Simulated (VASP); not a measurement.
## ZrB: single point with PBE

Crystal: ZrB.

```
CELL_PARAMETERS angstrom
1.96143 -1.98572 0.00000
1.96143 1.98572 0.00000
0.00000 0.00000 4.01395
ATOMIC_POSITIONS crystal
Zr 0.00000 0.00000 0.50000
B 0.50000 0.50000 0.50000
```

| Item | Value |
| --- | --- |
| Program | VASP 6.6.1 |
| Task | single point |
| Functional | PBE |
| Potentials or basis | VASP PAW PBE potentials, release 64 (Zr_sv, B) |
| Cutoff | 520 eV |
| k mesh | 10 × 10 × 7 |
| Occupations | gaussian, width 0.012 eV |
| Spin | no spin polarisation |

| Quantity | Value |
| --- | --- |
| Pressure | 76.4 GPa |

Stress tensor (GPa, compression positive):
```
115.80   0.00   0.00
  0.00 112.88   0.00
  0.00   0.00   0.66
```

Levels at points of the mesh, in eV from the Fermi level:
```tsv
k point	band 5	band 6	band 7	band 8	band 9	band 10
(0.00, 0.00, 0.00)	-8.22	-2.27	-2.04	0.19	4.38	4.68
(0.50, 0.00, 0.00)	-4.81	-3.14	-2.90	-2.54	0.43	5.59
(0.50, 0.50, 0.00)	-8.04	0.53	0.59	1.88	2.58	2.75
```

Run time: 110 s on 1 thread of AMD EPYC 7R13, with other jobs on the host, peak memory 0.16 GiB.
